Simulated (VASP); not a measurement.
Wanted: the native input for a VASP 6.6.1 run.

```
Task                   : relaxation of cell and atoms
Functional             : r2SCAN
Potentials or basis    : VASP PAW PBE potentials, release 64 (Na_pv, Cl)
Cutoff                 : 600 eV
k mesh                 : 8 × 8 × 8
Occupations            : gaussian, width 0.01 eV
Spin                   : no spin polarisation
Target pressure        : 12 GPa
Dipole correction      : no
Further INCAR settings : ALGO = Normal; EDIFF = 1e-07; IBRION = 2; EDIFFG = -0.002; NSW = 80; ISIF = 3
```

Crystal: NaCl.

```
Na Cl
1.0
     0.00000    2.58421    2.58421
     2.58421    0.00000    2.58421
     2.58421    2.58421    0.00000
Na Cl
1 1
Direct
  0.00000 0.00000 0.00000
  0.50000 0.50000 0.50000
```

These files were run (other wordings do the same):

POSCAR

```
NaCl
1.0
    0.0000000000      2.5842125355      2.5842125355
    2.5842125355      0.0000000000      2.5842125355
    2.5842125355      2.5842125355      0.0000000000
Na Cl
1 1
Direct
    0.0000000000      0.0000000000      0.0000000000
    0.5000000000      0.5000000000      0.5000000000
```

INCAR.step1

```
SYSTEM = NaCl
PREC = Accurate ; ENCUT = 600
ISMEAR = 0 ; SIGMA = 0.01
LREAL = .FALSE. ; LASPH = .TRUE.
NELM = 80 ; GGA = PE
ALGO = Normal ; EDIFF = 1E-4
LWAVE = .TRUE. ; LCHARG = .FALSE.
```

INCAR.step2

```
SYSTEM = NaCl
PREC = Accurate ; ENCUT = 600
EDIFF = 1E-7 ; ISMEAR = 0
SIGMA = 0.01 ; LREAL = .FALSE.
LASPH = .TRUE. ; NELM = 80
ALGO = Normal ; ISIF = 3
LWAVE = .FALSE. ; LCHARG = .FALSE.
METAGGA = R2SCAN ; LMIXTAU = .TRUE.
IBRION = 2 ; NSW = 80
EDIFFG = -0.002 ; PSTRESS = 120.0
ISTART = 1
```

KPOINTS

```
Automatic mesh
0
G
  8 8 8
  0 0 0
```

Potentials or basis: VASP PAW PBE potentials, release 64 (Na_pv, Cl).

The run is started by

```sh
$ cat potpaw_PBE.64/Na_pv/POTCAR potpaw_PBE.64/Cl/POTCAR > POTCAR
$ cp INCAR.step1 INCAR
$ mpirun -np 1 vasp_std > vasp.out
$ cp INCAR.step2 INCAR
$ mpirun -np 1 vasp_std > vasp.out
```

Results of the run:

* Relaxed volume: 17.19 Å³/atom
* Relaxed cell: a = 3.650 Å, b = 3.650 Å, c = 3.650 Å, α = 60.00°, β = 60.00°, γ = 60.00°
* Space group after relaxing (to 0.1 Å): Fm-3m (No. 225)
* Energy change on relaxing (the run minimises the enthalpy): +5.0 meV/atom
* Ionic steps: 4
* Pressure after relaxing: 12.0 GPa
* Band gap on the k mesh: 7.27 eV

Caveat: the cell is relaxed towards a set pressure, so the run minimises the enthalpy, not the energy; the PAW data sets were made with another functional, which shifts forces and pressure a little.

Wall time 4.1 min on 1 thread of Intel Xeon 8259CL, with other jobs on the host, peak memory 0.17 GiB.
